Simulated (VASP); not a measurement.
# MgF2 (P4_2/mnm) in VASP: a series of runs, part 2 of 2

VASP 6.6.1. Earlier steps stand in the parts before.

## Step 3: Electric field gradients, LDA

This run uses another cell than the first one, of 10.73 Å³/atom, 1.020 times its volume.

Contents of INCAR:

```
SYSTEM = MgF2
ALGO = Normal ; EDIFF = 1E-8
ENCUT = 520 ; GGA = CA
GGA_COMPAT = .FALSE. ; ISIF = 2
ISMEAR = -1 ; LASPH = .TRUE.
LCHARG = .FALSE. ; LEFG = .TRUE.
LREAL = .FALSE. ; LWAVE = .FALSE.
NBANDS = 25 ; NELM = 120
PREC = Accurate ; SIGMA = 0.02
```

Contents of KPOINTS:

```
k-points
0
G
  5 5 7
  0 0 0
```

Contents of POSCAR:

```
MgF2
1.0
    4.6213000000      0.0000000000      0.0000000000
    0.0000000000      4.6213000000      0.0000000000
    0.0000000000      0.0000000000      3.0159000000
Mg F
2 4
Direct
    0.0000000000      0.0000000000      0.0000000000
    0.5000000000      0.5000000000      0.5000000000
    0.3028000000      0.3028000000      0.0000000000
    0.1972000000      0.8028000000      0.5000000000
    0.6972000000      0.6972000000      0.0000000000
    0.8028000000      0.1972000000      0.5000000000
```

Potentials or basis: VASP PAW LDA potentials, release 64 (Mg, F).

Run with:

```console
> cat potpaw_LDA.64/Mg/POTCAR potpaw_LDA.64/F/POTCAR > POTCAR
> mpirun -np 1 vasp_std > vasp.out
```

OUTCAR:

```text
SYSTEM = MgF2
   EDIFF = 1E-8
   ENCUT = 520
   GGA = CA
   ISIF = 2
   ISMEAR = -1
   LASPH = .TRUE.
   LREAL = .FALSE.
   NELM = 120
   PREC = Accurate

 ion  position               nearest neighbor table
   1  0.000  0.000  0.000-   3 1.98   5 1.98   4 1.98   6 1.98   4 1.98   6 1.98   2 3.60   2 3.60
                             2 3.60   2 3.60   2 3.60   2 3.60   2 3.60   2 3.60
   2  0.500  0.500  0.500-   4 1.98   6 1.98   5 1.98   3 1.98   3 1.98   5 1.98   1 3.60   1 3.60
                             1 3.60   1 3.60   1 3.60   1 3.60   1 3.60   1 3.60
   3  0.303  0.303  0.000-   1 1.98   2 1.98   2 1.98
   4  0.197  0.803  0.500-   2 1.98   1 1.98   1 1.98
   5  0.697  0.697  0.000-   1 1.98   2 1.98   2 1.98
   6  0.803  0.197  0.500-   2 1.98   1 1.98   1 1.98

  LATTYP: Found a simple tetragonal cell.
 ALAT       =     4.6213000000
 C/A-ratio  =     0.6526085733

  Lattice vectors:

 A1 = (   4.6213000000,   0.0000000000,   0.0000000000)
 A2 = (   0.0000000000,   4.6213000000,   0.0000000000)
 A3 = (   0.0000000000,   0.0000000000,   3.0159000000)

Analysis of symmetry for initial positions (statically):
=====================================================================
 Subroutine PRICEL returns:
 Original cell was already a primitive cell.

 Routine SETGRP: Setting up the symmetry group for a
 simple tetragonal supercell.

 Subroutine GETGRP returns: Found 16 space group operations
 (whereof  8 operations were pure point group operations)
 out of a pool of 16 trial point group operations.

The static configuration has the point symmetry D_2h.
 The point group associated with its full space group is D_4h.

Analysis of symmetry for dynamics (positions and initial velocities):
[... 852 lines left out ...]
  Total       -2.1524503     -2.1524503     -1.5357500     -0.0000000      0.0000000      0.0000000
  in kB      -53.5424760    -53.5424760    -38.2019766     -0.0000000      0.0000000      0.0000000
  external PRESSURE =     -48.4289762 kB  Pullay stress =       0.0000000 kB

 VOLUME and BASIS-vectors are now :
 -----------------------------------------------------------------------------
  energy-cutoff  :      520.00
  volume of cell :       64.41
      direct lattice vectors                 reciprocal lattice vectors
     4.621300000  0.000000000  0.000000000     0.216389328  0.000000000  0.000000000
     0.000000000  4.621300000  0.000000000     0.000000000  0.216389328  0.000000000
     0.000000000  0.000000000  3.015900000     0.000000000  0.000000000  0.331575981

 POSITION                                       TOTAL-FORCE (eV/Angst)
 -----------------------------------------------------------------------------------
      0.00000      0.00000      0.00000        -0.000000      0.000000     -0.000000
      2.31065      2.31065      1.50795        -0.000000      0.000000     -0.000000
      1.39933      1.39933      0.00000         0.013982      0.013982      0.000000
      0.91132      3.70998      1.50795        -0.013982      0.013982     -0.000000
      3.22197      3.22197      0.00000        -0.013982     -0.013982     -0.000000
      3.70998      0.91132      1.50795         0.013982     -0.013982     -0.000000
 -----------------------------------------------------------------------------------
    total drift:                                0.000000      0.000000      0.000000

  FREE ENERGIE OF THE ION-ELECTRON SYSTEM (eV)
  ---------------------------------------------------
  free  energy   TOTEN  =       -35.0421401447 eV

  energy  without entropy=      -35.0421401447  energy(sigma->0) =      -35.04214014

 Electric field gradients (V/A^2)
---------------------------------------------------------------------
 ion       V_xx      V_yy      V_zz      V_xy      V_xz      V_yz
---------------------------------------------------------------------
   1       2.773     2.773    -5.547    -3.101     0.000    -0.000
   2       2.773     2.773    -5.547     3.101     0.000     0.000
   3      -7.630    -7.630    15.261    40.961    -0.000    -0.000
   4      -7.630    -7.630    15.261   -40.961     0.000    -0.000
   5      -7.630    -7.630    15.261    40.961     0.000     0.000
   6      -7.630    -7.630    15.261   -40.961     0.000     0.000
---------------------------------------------------------------------

 Electric field gradients after diagonalization (V/A^2)
 (convention: |V_zz| > |V_xx| > |V_yy|)
----------------------------------------------------------------------
 ion       V_xx      V_yy      V_zz     asymmetry (V_yy - V_xx)/ V_zz
----------------------------------------------------------------------
   1      -5.547    -0.328     5.874       0.888
   2      -5.547    -0.328     5.874       0.888
   3      33.331    15.261   -48.592       0.372
   4      33.331    15.261   -48.592       0.372
   5      33.331    15.261   -48.592       0.372
   6      33.331    15.261   -48.592       0.372
----------------------------------------------------------------------

           NMR quadrupolar parameters

 Cq : quadrupolar parameter    Cq=e*Q*V_zz/h
 eta: asymmetry parameters     (V_yy - V_xx)/ V_zz
 Q  : nuclear electric quadrupole moment in mb (millibarn)
----------------------------------------------------------------------
 ion       Cq(MHz)       eta       Q (mb)
----------------------------------------------------------------------
   1       0.014       0.888       1.000
   2       0.014       0.888       1.000
   3      -0.117       0.372       1.000
   4      -0.117       0.372       1.000
   5      -0.117       0.372       1.000
   6      -0.117       0.372       1.000
----------------------------------------------------------------------
```

OSZICAR:

```text
N       E                     dE             d eps       ncg     rms          rms(c)
DAV:   1     0.160299458222E+03    0.16030E+03   -0.17753E+04  1264   0.120E+03
DAV:   2    -0.296502135669E+02   -0.18995E+03   -0.18327E+03  1487   0.284E+02
DAV:   3    -0.375351450348E+02   -0.78849E+01   -0.78631E+01  1484   0.553E+01
DAV:   4    -0.375762932476E+02   -0.41148E-01   -0.41144E-01  1366   0.460E+00
DAV:   5    -0.375764855631E+02   -0.19232E-03   -0.19231E-03  1494   0.302E-01    0.948E+00
DAV:   6    -0.351212178945E+02    0.24553E+01   -0.73126E+00  1356   0.194E+01    0.287E+00
DAV:   7    -0.350703200916E+02    0.50898E-01   -0.71984E-02  1264   0.181E+00    0.177E+00
DAV:   8    -0.350422963980E+02    0.28024E-01   -0.34719E-02  1393   0.187E+00    0.191E-01
DAV:   9    -0.350420704784E+02    0.22592E-03   -0.82712E-04  1461   0.221E-01    0.733E-02
DAV:  10    -0.350421407796E+02   -0.70301E-04   -0.35689E-05  1342   0.457E-02    0.624E-03
DAV:  11    -0.350421401207E+02    0.65888E-06   -0.29924E-06  1473   0.128E-02    0.243E-03
DAV:  12    -0.350421401461E+02   -0.25475E-07   -0.12966E-07  1419   0.334E-03    0.548E-04
DAV:  13    -0.350421401447E+02    0.14834E-08   -0.21677E-08  1250   0.102E-03
   1 F= -.35042140E+02 E0= -.35042140E+02  d E =-.713173E-12
```

Run time: 16 s. Hardware: 1 thread of AMD EPYC 9R45 (Zen 5), shared host; peak memory 0.14 GiB.

Results:

* Free energy: -35.0421 eV
* Pressure: -4.8 GPa
* Largest force: 0.020 eV/Å
* Band gap on the k mesh: 6.86 eV, direct

Forces on the atoms (eV/Å):
```
Mg   0.000  0.000  0.000
Mg   0.000  0.000  0.000
F    0.014  0.014  0.000
F   -0.014  0.014  0.000
F   -0.014 -0.014  0.000
F    0.014 -0.014  0.000
```

Stress tensor (GPa, compression positive):
```
-5.35  0.00  0.00
 0.00 -5.35  0.00
 0.00  0.00 -3.82
```

Electric field gradients, principal values (V/Å²):
```
atom   least  middle  greatest (by size)
1 Mg  -0.328  -5.547               5.874
2 Mg  -0.328  -5.547               5.874
 3 F  15.261  33.331             -48.592
 4 F  15.261  33.331             -48.592
 5 F  15.261  33.331             -48.592
 6 F  15.261  33.331             -48.592
```

Caveat: without QUAD_EFG the Cq values of the log hold for a quadrupole moment of 1 mb, not for the nuclei.
